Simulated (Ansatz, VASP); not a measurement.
# FeO in VASP and in Ansatz

```
Fe O
1.0
     0.00000    2.17695    2.15540
     2.17695    0.00000    2.15540
     2.17695    2.17695    0.00000
Fe O
1 1
Direct
  0.00000 0.00000 0.00000
  0.50000 0.50000 0.50000
```

Alike in both runs: task single point; functional PBEsol; k mesh 9 × 9 × 9; occupations fermi-dirac, width 0.05 eV; collinear spin.

```csv
,VASP,Ansatz
version,VASP 6.6.1,Ansatz 0.2.0
potentials or method,"VASP PAW PBE potentials, release 64 (Fe_sv, O)",Ansatz PAW
plane-wave cutoff (eV),600,420
valence electrons in the cell,22,22
```

```csv
,VASP,Ansatz,Ansatz less VASP
gap on the k mesh at the Fermi level (eV),none,none,-
pressure (GPa),-13.9,-11.7,+2.17
"traceless stress, the component that is largest in VASP (GPa)",0.55,0.57,+0.017
net moment per atom (μB),2.00,2.00,0.000
size of the moment on the site where the two differ most (μB),0.29,0.32,+0.026
```

VASP's potentials were made for PBE, not for PBEsol. Site moments also hang on the region over which each program counts them. A gap of «none» marks a metal or a gap that the smearing closes.
